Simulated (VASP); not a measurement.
Set up this calculation in VASP 6.6.1, as the native input.

- Task: single point
- Functional: PBE
- Potentials or basis: VASP PAW PBE potentials, release 64 (Hf_pv, O)
- Cutoff: 520 eV
- k mesh: 7 × 7 × 3
- Occupations: gaussian, width 0.05 eV
- Spin: no spin polarisation
- Dipole correction: no
- Further INCAR settings: ALGO = Normal; EDIFF = 1e-06; NBANDS = 43

The structure of HfO2 lies in POSCAR:

```
HfO2
1.0
    2.5488057606     -2.5488057606      0.0000000000
    2.5488057606      0.0000000000     -2.5488057606
    5.5306242231      5.5306242231      5.5306242231
Hf O
3 6
Direct
    0.0000000000      0.0000000000      0.7681039951
    0.3333333333      0.3333333333      0.4608685418
    0.6666666667      0.6666666667      0.1536330884
    0.6666666667      0.6666666667      0.3840596784
    1.0000000000      0.0000000000      0.0768242251
    0.3333333333      0.3333333333      0.6912951318
    0.6666666667      0.6666666667      0.8449128584
    1.0000000000      1.0000000000      0.5376774051
    0.3333333333      0.3333333333      0.2304419518
```

The input as run:

INCAR

```
PREC     = Accurate       # precision mode
ENCUT    = 520            # plane-wave cutoff, eV
EDIFF    = 1E-6           # SCF threshold, eV
ISMEAR   = 0              # smearing method
SIGMA    = 0.05           # smearing width, eV
LREAL    = False          # projectors in reciprocal space
LASPH    = True           # aspherical terms in the spheres
NELM     = 100            # most SCF steps
ALGO     = Normal         # electronic algorithm
ISIF     = 2              # what is computed and relaxed
LWAVE    = False          # write WAVECAR
LCHARG   = True           # write CHGCAR
GGA      = PE             # functional
LELF     = True           # ELF
LVHAR    = True         
NBANDS   = 43             # bands
```

KPOINTS

```
Automatic mesh
0
Gamma
  7 7 3
```

Potentials or basis: VASP PAW PBE potentials, release 64 (Hf_pv, O).

Command:

```sh
$ cat potpaw_PBE.64/Hf_pv/POTCAR potpaw_PBE.64/O/POTCAR > POTCAR
$ mpirun -np 1 vasp_std > vasp.out
```

Results of the run:

```
Pressure               : -10.6 GPa
Largest force          : 0.612 eV/Å
Band gap on the k mesh : 3.98 eV, indirect (least direct gap 4.10 eV)
```

Caveat: spin-orbit coupling is left out, which moves the levels of the heavy elements.

Wall time 78 s on 1 thread of Intel(R) Xeon(R) 6975P-C (Granite Rapids), with other jobs on the host, peak memory 0.26 GiB.
